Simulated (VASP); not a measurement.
# LiF (Fm-3m) in VASP: notebook

Runs on LiF. Level: PBE. Tasks: single point.

Program: VASP 6.6.1. These are calculated values, not measurements. Logs are shortened: lines on timing, memory, paths and dates and some standing lists are left out, and cuts for length are marked.

## (1) The cell of the first run

Symmetry: Fm-3m, No. 225, cubic system. The conventional cell has a = 3.990 Å, b = 3.990 Å, c = 3.990 Å, α = 90.00°, β = 90.00°, γ = 90.00°. Li (site symmetry m-3m) has 6 F at 1.99 Å within 2.6 Å. F (site symmetry m-3m) has 6 Li at 1.99 Å within 2.6 Å.

## (2) Single point, PBE

INCAR reads:

```
PREC     = Accurate       # precision mode
ENCUT    = 750            # plane-wave cutoff, eV
EDIFF    = 1E-6           # SCF threshold, eV
ISMEAR   = 0              # smearing method
SIGMA    = 0.01           # smearing width, eV
LREAL    = F              # projectors in reciprocal space
LASPH    = T              # aspherical terms in the spheres
NELM     = 120            # most SCF steps
ALGO     = Normal         # electronic algorithm
ISIF     = 2              # what is computed and relaxed
LWAVE    = F              # write WAVECAR
LCHARG   = T              # write CHGCAR
GGA      = PE             # functional
LELF     = T              # ELF
LVHAR    = T            
NBANDS   = 12             # bands
GGA_COMPAT= F
```

KPOINTS reads:

```
Automatic mesh
0
Gamma
  6 6 6
```

POSCAR reads:

```
LiF
1.0
    0.0000000000      1.9948691812      1.9948691812
    1.9948691812      0.0000000000      1.9948691812
    1.9948691812      1.9948691812      0.0000000000
Li F
1 1
Direct
    0.0000000000      0.0000000000      0.0000000000
    0.5000000000      0.5000000000      0.5000000000
```

Potentials or basis: VASP PAW PBE potentials, release 64 (Li_sv, F).

On the command line:

```sh
cat potpaw_PBE.64/Li_sv/POTCAR potpaw_PBE.64/F/POTCAR > POTCAR
mpirun -np 1 vasp_std > vasp.out
```

OUTCAR:

```text
PREC = Accurate
   ENCUT = 750
   EDIFF = 1E-6
   ISMEAR = 0
   LREAL = F
   LASPH = T
   NELM = 120
   ISIF = 2
   GGA = PE

 ion  position               nearest neighbor table
   1  0.000  0.000  0.000-   2 1.99   2 1.99   2 1.99   2 1.99   2 1.99   2 1.99
   2  0.500  0.500  0.500-   1 1.99   1 1.99   1 1.99   1 1.99   1 1.99   1 1.99

  LATTYP: Found a face centered cubic cell.
 ALAT       =     3.9897383624

  Lattice vectors:

 A1 = (   0.0000000000,   1.9948691812,   1.9948691812)
 A2 = (   1.9948691812,   0.0000000000,   1.9948691812)
 A3 = (   1.9948691812,   1.9948691812,   0.0000000000)

Analysis of symmetry for initial positions (statically):
=====================================================================
 Subroutine PRICEL returns:
 Original cell was already a primitive cell.

 Routine SETGRP: Setting up the symmetry group for a
 face centered cubic supercell.

 Subroutine GETGRP returns: Found 48 space group operations
 (whereof 48 operations were pure point group operations)
 out of a pool of 48 trial point group operations.

The static configuration has the point symmetry O_h .

Analysis of symmetry for dynamics (positions and initial velocities):
=====================================================================
 Subroutine PRICEL returns:
 Original cell was already a primitive cell.

 Routine SETGRP: Setting up the symmetry group for a
 face centered cubic supercell.

 Subroutine GETGRP returns: Found 48 space group operations
 (whereof 48 operations were pure point group operations)
 out of a pool of 48 trial point group operations.

The dynamic configuration has the point symmetry O_h .

 Subroutine INISYM returns: Found 48 space group operations
 (whereof 48 operations are pure point group operations),
 and found     1 'primitive' translations

----------------------------------------------------------------------------------------

                                     Primitive cell

  volume of cell :      15.8772

  direct lattice vectors                    reciprocal lattice vectors
     0.000000000  1.994869181  1.994869181    -0.250643002  0.250643002  0.250643002
     1.994869181  0.000000000  1.994869181     0.250643002 -0.250643002  0.250643002
     1.994869181  1.994869181  0.000000000     0.250643002  0.250643002 -0.250643002

  length of vectors
     2.821171051  2.821171051  2.821171051     0.434126414  0.434126414  0.434126414

  position of ions in fractional coordinates (direct lattice)
     0.000000000  0.000000000  0.000000000
     0.500000000  0.500000000  0.500000000

  ion indices of the primitive-cell ions
   primitive index   ion index
                 1           1
                 2           2

----------------------------------------------------------------------------------------

 KPOINTS: Automatic mesh

Automatic generation of k-mesh.
 Grid dimensions read from file:
 generate k-points for:    6    6    6

 Generating k-lattice:

  Cartesian coordinates                     Fractional coordinates (reciprocal lattice)
    -0.041773834  0.041773834  0.041773834     0.166666667  0.000000000  0.000000000
     0.041773834 -0.041773834  0.041773834     0.000000000  0.166666667  0.000000000
     0.041773834  0.041773834 -0.041773834     0.000000000  0.000000000  0.166666667

  Length of vectors
     0.072354402  0.072354402  0.072354402

  Shift w.r.t. Gamma in fractional coordinates (k-lattice)
     0.000000000  0.000000000  0.000000000

 Subroutine IBZKPT returns following result:
 ===========================================

 Found     16 irreducible k-points:

 Following reciprocal coordinates:
            Coordinates               Weight
  0.000000  0.000000  0.000000      1.000000
  0.166667  0.000000  0.000000      8.000000
  0.333333  0.000000  0.000000      8.000000
  0.500000  0.000000  0.000000      4.000000
  0.166667  0.166667  0.000000      6.000000
  0.333333  0.166667  0.000000     24.000000
[... 8 lines left out ...]
 -0.333333  0.333333  0.166667     24.000000
 -0.333333  0.500000  0.166667     12.000000
   k-points           NKPTS =     16   k-points in BZ     NKDIM =     16   number of bands    NBANDS=     12
   number of dos      NEDOS =    301   number of ions     NIONS =      2
   total plane-waves  NPLWV =  21952
   dimension x,y,z NGX =    28 NGY =   28 NGZ =   28
   dimension x,y,z NGXF=    56 NGYF=   56 NGZF=   56
   ions per type =               1   1
   NGX,Y,Z   is equivalent  to a cutoff of  16.50, 16.50, 16.50 a.u.
   NGXF,Y,Z  is equivalent  to a cutoff of  33.00, 33.00, 33.00 a.u.
 SYSTEM =  unknown system
   PREC   = accura    normal or accurate (medium, high low for compatibility)
   ISTART =      0    job   : 0-new  1-cont  2-samecut
   ICHARG =      2    charge: 1-file 2-atom 10-const
   ISPIN  =      1    spin polarized calculation?
   LNONCOLLINEAR =      F non collinear calculations
   LSORBIT =      F    spin-orbit coupling
   LASPH  =      T    aspherical Exc in radial PAW
   ENCUT  =  750.0 eV  55.12 Ry    7.42 a.u.   6.30  6.30  6.30*2*pi/ulx,y,z
   NELM   =    120;   NELMIN=  2; NELMDL= -5     # of ELM steps
   EDIFF  = 0.1E-05   stopping-criterion for ELM
   LREAL  =      F    real-space projection
   EDIFFG = 0.1E-04   stopping-criterion for IOM
   NSW    =      0    number of steps for IOM
   IBRION =     -1    ionic relax: 0-MD 1-quasi-New 2-CG
   NFREE  =      0    steps in history (QN), initial steepest desc. (CG)
   ISIF   =      2    stress and relaxation
   ISYM   =      2    0-nonsym 1-usesym 2-fastsym
   POTIM  = 0.5000    time-step for ionic-motion
   TEBEG  =    0.0;   TEEND  =   0.0 temperature during run
   PSTRESS=    0.0 pullay stress
   NELECT =      10.0000    total number of electrons
   NUPDOWN=      -1.0000    fix difference up-down
   EMIN   =  10.00;   EMAX   =-10.00  energy-range for DOS
   EFERMI =   0.00;   METHOD = LEGACY
   ISMEAR =     0;   SIGMA  =   0.01  broadening in eV -4-tet -1-fermi 0-gaus
   EFERMI_NEDOS =   21; number of points for ismear=-14 and -15
   IALGO  =     38    algorithm
   IMIX   =      4    mixing-type and parameters
     AMIX     =   0.40;   BMIX     =  1.00
     AMIX_MAG =   1.60;   BMIX_MAG =  1.00
  volume/ion in A,a.u.               =       7.94        53.57
  Fermi-wavevector in a.u.,A,eV,Ry     =   1.403300  2.651852 26.793271  1.969250
  Thomas-Fermi vector in A             =   2.525975
   LORBIT       =      0    0 simple, 1 ext, 2 COOP (PROOUT), +10 PAW based schemes
   GGA     = PE    functional components
   LHFCALC =     F    Hartree Fock is set to
   AEXX    =    0.0000 exact exchange contribution
   IVDW    =     0    specifies the selected vdW correction
   LEPSILON=     F    determine dielectric tensor
   LRPA    =     F    only Hartree local field effects (RPA)
 non-spin polarized calculation
 Gauss-broadening in eV      SIGMA  =   0.01
  energy-cutoff  :      750.00
  volume of cell :       15.88
 maximum number of plane-waves:       754
 NGX is ok and might be reduce to    28
   NGX = 13   NGY = 13   NGZ = 13

 number of electron      10.0000004 magnetization

 Free energy of the ion-electron system (eV)
  ---------------------------------------------------
  ext. energy  EPLUGINS =         0.00000000
  ---------------------------------------------------
  free energy    TOTEN  =        -9.63388362 eV

  energy without entropy =       -9.63388362  energy(sigma->0) =       -9.63388362

 E-fermi :  -0.6465     XC(G=0): -10.1248

 val. band max:       -0.8525900303   @ k =   0.0000   0.0000   0.0000
 cond. band min:       8.4842675118   @ k =   0.0000   0.0000   0.0000
 fundamental gap:      9.3368575421
 Fermi energy:        -0.6465290457

 k-point     1 :       0.0000    0.0000    0.0000
  band No.  band energies     occupation
      1     -41.6964      2.00000
      2     -20.9047      2.00000
      3      -0.8526      2.00000
      4      -0.8526      2.00000
      5      -0.8526      2.00000
      6       8.4843      0.00000
      7      23.5011      0.00000
      8      23.5011      0.00000
      9      23.5011      0.00000
     10      23.7621      0.00000
     11      23.7621      0.00000
     12      23.7621      0.00000

 k-point     2 :       0.1667    0.0000    0.0000
  band No.  band energies     occupation
      1     -41.6799      2.00000
      2     -20.7969      2.00000
      3      -1.5994      2.00000
      4      -0.9149      2.00000
      5      -0.9149      2.00000
      6       9.1944      0.00000
      7      18.9439      0.00000
      8      21.1567      0.00000
      9      21.1567      0.00000
     10      25.5567      0.00000
     11      25.7209      0.00000
     12      25.7209      0.00000

 k-point     3 :       0.3333    0.0000    0.0000
  band No.  band energies     occupation
      1     -41.6469      2.00000
      2     -20.5686      2.00000
      3      -2.8833      2.00000
      4      -1.0339      2.00000
      5      -1.0339      2.00000
      6      10.0285      0.00000
      7      16.5065      0.00000
      8      19.0551      0.00000
      9      19.0551      0.00000
     10      27.8499      0.00000
     11      28.5740      0.00000
     12      28.5740      0.00000
[... 166 lines left out ...]
 k-point    15 :      -0.3333    0.3333    0.1667
  band No.  band energies     occupation
      1     -41.6168      2.00000
      2     -20.2564      2.00000
      3      -3.1546      2.00000
      4      -2.5897      2.00000
      5      -1.5042      2.00000
      6      12.9012      0.00000
      7      14.7646      0.00000
      8      17.9802      0.00000
      9      18.7115      0.00000
     10      26.7784      0.00000
     11      27.5941      0.00000
     12      35.1265      0.00000

 k-point    16 :      -0.3333    0.5000    0.1667
  band No.  band energies     occupation
      1     -41.6126      2.00000
      2     -20.1830      2.00000
      3      -3.5159      2.00000
      4      -2.4788      2.00000
      5      -1.7324      2.00000
      6      14.2814      0.00000
      7      14.7852      0.00000
      8      16.8872      0.00000
      9      18.9778      0.00000
     10      23.4488      0.00000
     11      31.2224      0.00000
     12      33.6621      0.00000

------------------------ aborting loop because EDIFF is reached ----------------------------------------

  FORCE on cell =-STRESS in cart. coord.  units (eV):
  Direction    XX          YY          ZZ          XY          YZ          ZX
  --------------------------------------------------------------------------------------
  -------------------------------------------------------------------------------------
  Total        0.3640887      0.3640887      0.3640887      0.0000000      0.0000000     -0.0000000
  in kB       36.7404594     36.7404594     36.7404594      0.0000000      0.0000000     -0.0000000
  external PRESSURE =      36.7404594 kB  Pullay stress =       0.0000000 kB

 VOLUME and BASIS-vectors are now :
 -----------------------------------------------------------------------------
  energy-cutoff  :      750.00
  volume of cell :       15.88
      direct lattice vectors                 reciprocal lattice vectors
     0.000000000  1.994869181  1.994869181    -0.250643002  0.250643002  0.250643002
     1.994869181  0.000000000  1.994869181     0.250643002 -0.250643002  0.250643002
     1.994869181  1.994869181  0.000000000     0.250643002  0.250643002 -0.250643002

 POSITION                                       TOTAL-FORCE (eV/Angst)
 -----------------------------------------------------------------------------------
      0.00000      0.00000      0.00000         0.000000      0.000000      0.000000
      1.99487      1.99487      1.99487        -0.000000     -0.000000     -0.000000
 -----------------------------------------------------------------------------------
    total drift:                                0.000000      0.000000      0.000000

  FREE ENERGIE OF THE ION-ELECTRON SYSTEM (eV)
  ---------------------------------------------------
  free  energy   TOTEN  =        -9.6338836216 eV

  energy  without entropy=       -9.6338836216  energy(sigma->0) =       -9.63388362
```

Run time: 14 s. Hardware: 1 thread of Oxide Virtual Turin-like, shared host; peak memory 0.11 GiB.

What came out:

```
Free energy            : -9.6339 eV
Pressure               : 3.7 GPa
Band gap on the k mesh : 9.34 eV
```

Levels at points of the mesh, in eV from the valence-band top:
```
           k point  band 2  band 3  band 4  band 5  band 6  band 7  band 8  band 9
(0.00, 0.00, 0.00)  -20.05    0.00    0.00    0.00    9.34   24.35   24.35   24.35
(0.50, 0.00, 0.00)  -19.59   -2.61   -0.24   -0.24   10.93   17.07   19.13   19.13
(0.50, 0.50, 0.00)  -19.31   -3.13   -1.04   -1.04   15.08   16.61   17.78   20.58
```

Caveat: the k points lie up to 0.45 Å⁻¹ apart.

## (3) Single point, PBE

INCAR reads:

```
SYSTEM = LiF
  PREC = Accurate
  ENCUT = 750
  EDIFF = 1E-6
  ISMEAR = 0
  SIGMA = 0.01
  LREAL = .FALSE.
  LASPH = .TRUE.
  NELM = 120
  ALGO = Normal
  ISIF = 2
  LWAVE = .FALSE.
  LCHARG = .FALSE.
  GGA = PE
  NBANDS = 12
  GGA_COMPAT = .FALSE.
```

KPOINTS reads:

```
regular mesh
0
G
  6 6 6
  0 0 0
```

POSCAR is that of step 2.

Potentials or basis: VASP PAW PBE potentials, release 64 (Li_sv, F).

On the command line:

```sh
cat potpaw_PBE.64/Li_sv/POTCAR potpaw_PBE.64/F/POTCAR > POTCAR
mpirun -np 1 vasp_std > vasp.out
```

Run time: 13 s. Hardware: 1 thread of Oxide Virtual Turin-like, shared host; peak memory 0.11 GiB.

The run converged. Its results:

```yaml
Free_energy: -9.6339 eV
Pressure: 3.7 GPa
Band_gap_on_the_k_mesh: 9.34 eV
```

Levels at points of the mesh, in eV from the valence-band top:
| k point | band 2 | band 3 | band 4 | band 5 | band 6 | band 7 | band 8 | band 9 |
| --- | --- | --- | --- | --- | --- | --- | --- | --- |
| (0.00, 0.00, 0.00) | -20.05 | 0.00 | 0.00 | 0.00 | 9.34 | 24.35 | 24.35 | 24.35 |
| (0.50, 0.00, 0.00) | -19.59 | -2.61 | -0.24 | -0.24 | 10.93 | 17.07 | 19.13 | 19.13 |
| (0.50, 0.50, 0.00) | -19.31 | -3.13 | -1.04 | -1.04 | 15.08 | 16.61 | 17.78 | 20.58 |

Caveat: the k points lie up to 0.45 Å⁻¹ apart.
